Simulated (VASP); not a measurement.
Runs of VASP 6.6.1 on Br. The structure is that of space group Fm-3m (No. 225), or close to it. The cells are those of the table. 

```tsv
task	cell	k mesh	gap on the mesh (eV)	pressure (GPa)
single point	a = 2.700 Å, angles 60.0°, 1 atom	16 × 16 × 16	none	(a)
relaxation of cell and atoms	relaxed to 79 GPa from a = 2.699 Å, angles 60.0°, 1 atom	16 × 16 × 16	none	79.0
single point	a = 3.190 Å, angles 60.0°, 1 atom	14 × 14 × 14	none	0.1
single point	a = 2.699 Å, angles 60.0°, 1 atom	16 × 16 × 16	none	79.7
relaxation of cell and atoms	relaxed to 79 GPa from a = 2.700 Å, angles 60.0°, 1 atom	16 × 16 × 16	none	79.0
```

Alike in all rows: level LDA; potentials or basis VASP PAW LDA potentials, release 64 (Br); no spin polarisation; cutoff (eV) 500; smearing fermi-dirac 0.1 eV.

**Question.** Fill in the values left out.

**Answer.** (a) 79.6.

Caveats: an odd number of electrons without spin polarisation forces a metal; a magnetic or distorted state may lie lower; the cell is relaxed towards a set pressure, so the enthalpy falls and the energy may rise (some runs).

A k mesh can miss the band edges, and the runs leave out spin-orbit coupling on Br.

A gap of «none» marks levels without a gap at the run's occupations.
